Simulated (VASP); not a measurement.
Here is a VASP 6.6.1 calculation.

INCAR

```
SYSTEM = Ru
PREC = Accurate
ENCUT = 600
EDIFF = 1E-7
ISMEAR = -1
SIGMA = 0.05
LREAL = .FALSE.
LASPH = .TRUE.
NELM = 100
ALGO = Normal
ISIF = 4
LWAVE = .FALSE.
LCHARG = .FALSE.
GGA = PE
IBRION = 2
NSW = 50
EDIFFG = -0.005
```

The input KPOINTS:

```
regular mesh
0
G
  17 17 15
  0 0 0
```

The input POSCAR:

```
Ru
1.0
    2.3072094119      0.0000000000      0.0000000000
   -1.1536047059      1.9981019625      0.0000000000
    0.0000000000      0.0000000000      2.1206864461
Ru
1
Direct
    0.0000000000      0.0000000000      0.0000000000
```

Potentials or basis: VASP PAW PBE potentials, release 64 (Ru_pv).

Command:

```console
$ cat potpaw_PBE.64/Ru_pv/POTCAR > POTCAR
$ mpirun -np 1 vasp_std > vasp.out
```

**Question.** Estimate the band gap on the k mesh.

**Answer.** Zero (bands 7 and 8 overlap by 6.48 eV).

The path:
| step | energy change (eV) | largest force (eV/Å) | pressure (GPa) | volume (Å³) |
| --- | --- | --- | --- | --- |
| 1 | 0.0000 | 0.0000 | 290.36 | 9.78 |
| 2 | 0.1619 | 0.0000 | 295.69 | 9.78 |
| 3 | -0.0076 | 0.0000 | 289.59 | 9.78 |
| 4 | -0.0076 | 0.0000 | 289.61 | 9.78 |
